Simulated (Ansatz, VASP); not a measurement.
One calculation of K, two programs

File INCAR:

```
SYSTEM = K
ALGO = Normal
EDIFF = 1E-7
ENCUT = 520
GGA = PS
ISIF = 2
ISMEAR = -1
LASPH = .True.
LCHARG = .False.
LREAL = .False.
LWAVE = .False.
NBANDS = 10
NELM = 80
PREC = Accurate
SIGMA = 0.08
```

The input KPOINTS:

```
k-points
0
Gamma
  10 10 10
  0 0 0
```

The input POSCAR:

```
K
1.0
   -2.6180000000      2.6180000000      2.6180000000
    2.6180000000     -2.6180000000      2.6180000000
    2.6180000000      2.6180000000     -2.6180000000
K
1
Direct
    0.0000000000      0.0000000000      0.0000000000
```

Input for Ansatz:

```yaml
crystal:
  lattice:
    - [-2.618, 2.618, 2.618]
    - [2.618, -2.618, 2.618]
    - [2.618, 2.618, -2.618]
  atoms:
    - { symbol: K, position: [0.0, 0.0, 0.0] }
kpoints:
  mp_grid: { grid: [10, 10, 10] }
  band_path:
    path:
      - [0.0, 0.0, 0.0]
      - [0.5, -0.5, 0.5]
      - [0.0, 0.0, 0.5]
      - [0.0, 0.0, 0.0]
      - [0.25, 0.25, 0.25]
      - [0.5, -0.5, 0.5]
      - [0.25, 0.25, 0.25]
      - [0.0, 0.0, 0.5]
    npoints: 14
scf:
  occupations: { method: fermi_dirac, width: 0.08 }
hamiltonian:
  xc: pbesol
  pseudopotentials: { kind: all_electron, lapw: { basis_error: 0.0005 } }
output:
  forces: true
  stress: true
  eigenvalues: true
  populations: true
  dos: { projected: true, de: 0.2, e_range: [-14, 8] }
```

Alike in both runs: task single point; functional PBEsol; k mesh 10 × 10 × 10; occupations fermi-dirac, width 0.08 eV; no spin polarisation.

|  | VASP | Ansatz |
| --- | --- | --- |
| version | VASP 6.6.1 | Ansatz 0.2.0 |
| potentials or method | VASP PAW PBE potentials, release 64 (K_sv), cutoff 520 eV | all-electron LAPW, scalar-relativistic |

```tsv
	VASP	Ansatz	Ansatz less VASP
pressure (GPa)	0.0	0.0	+0.01
```

VASP's potentials were made for PBE, not for PBEsol. Ansatz ran all-electron here, and VASP with PAW potentials.
